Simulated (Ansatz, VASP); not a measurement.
Two plane-wave programs on B3N2

```
B N
1.0
     3.39752    0.00000    0.00000
    -1.69876    2.94233    0.00000
     0.00000    0.00000    5.15343
B N
3 2
Direct
  0.31694 0.00000 0.00000
  0.00000 0.31694 0.00000
  0.68306 0.68306 0.00000
  0.00000 0.00000 0.74630
  0.00000 0.00000 0.25370
```

Alike in both runs: task single point; functional PBE; k mesh 6 × 6 × 4; occupations gaussian, width 0.1 eV; no spin polarisation.

|  | VASP | Ansatz |
| --- | --- | --- |
| version | VASP 6.6.1 | Ansatz 0.2.0 |
| potentials or method | VASP PAW PBE potentials, release 64 (B, N), cutoff 520 eV | scalar-relativistic, plane waves, PAW |
| valence electrons in the cell | 19 | 19 |

```tsv
	VASP	Ansatz	Ansatz less VASP
gap on the k mesh at the Fermi level (eV)	none	none	-
pressure (GPa)	-18.6	-18.6	-0.03
traceless stress, the component that is largest in VASP (GPa)	-20.36	-20.15	+0.206
rms of the force components (eV/Å)	1.913	1.928	+0.0151
```

Atom by atom the forces differ by 0.027 eV/Å (rms over components). A gap of «none» marks a metal or a gap that the smearing closes. The functional is the same, so the differences come from potentials, cutoffs and numerics.
